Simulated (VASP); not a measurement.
Rh:

```
Rh
1.0
     0.00000    1.89785    1.89785
     1.89785    0.00000    1.89785
     1.89785    1.89785    0.00000
Rh
1
Direct
  0.00000 0.00000 0.00000
```

Base run:

```yaml
Program: VASP 6.6.1
Functional: BLYP
Potentials_or_basis: VASP PAW PBE potentials, release 64 (Rh_pv)
Cutoff: 500 eV
k_mesh: 14 × 14 × 14
Occupations: methfessel-paxton, width 0.1 eV
Spin: no spin polarisation
```

Its results: band gap on the k mesh zero (an odd number of electrons rules out a gap without spin polarisation); pressure 22.1 GPa.

After a change of settings the same cell gave: band gap on the k mesh zero (an odd number of electrons rules out a gap without spin polarisation); pressure 12.6 GPa. Which change was it?
A. functional from BLYP to revPBE
B. functional from BLYP to RPBE
C. functional from BLYP to LDA; potentials or basis from VASP PAW PBE potentials, release 64 (Rh_pv) to VASP PAW LDA potentials, release 64 (Rh_pv)

B.

Caveats: the cell stands under pressure; the PAW data sets were made with another functional, which shifts forces and pressure a little.
